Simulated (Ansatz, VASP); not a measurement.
## One calculation of Ni2Ge, two programs

```
Ni Ge
1.0
     4.19307    0.00000    0.00000
    -2.09654    3.63131    0.00000
     0.00000    0.00000    4.49920
Ni Ge
4 2
Cartesian
  2.0965 1.2104 1.1248
  0.0000 2.4209 3.3744
  0.0000 0.0000 0.0000
  0.0000 0.0000 2.2496
  2.0965 1.2104 3.3744
  0.0000 2.4209 1.1248
```

Alike in both runs: task single point; functional PBEsol; k mesh 18 × 18 × 10; occupations gaussian, width 0.15 eV; no spin polarisation.

|  | VASP | Ansatz |
| --- | --- | --- |
| version | VASP 6.6.1 | Ansatz 0.2.0 |
| potentials or method | VASP PAW PBE potentials, release 64 (Ni, Ge_d), cutoff 520 eV | scalar-relativistic, plane waves, PAW |
| valence electrons in the cell | 68 | 100 |

```csv
,VASP,Ansatz,Ansatz less VASP
gap on the k mesh at the Fermi level (eV),none,none,-
pressure (GPa),5.0,4.9,-0.13
"traceless stress, the component that is largest in VASP (GPa)",36.68,36.77,+0.090
```

VASP's potentials were made for PBE, not for PBEsol. A gap of «none» marks a metal or a gap that the smearing closes. The functional is the same, so the differences come from potentials, cutoffs and numerics. VASP's potentials hold 68 valence electrons a cell and Ansatz's 100, so a difference there can come from the potentials and not from the codes.
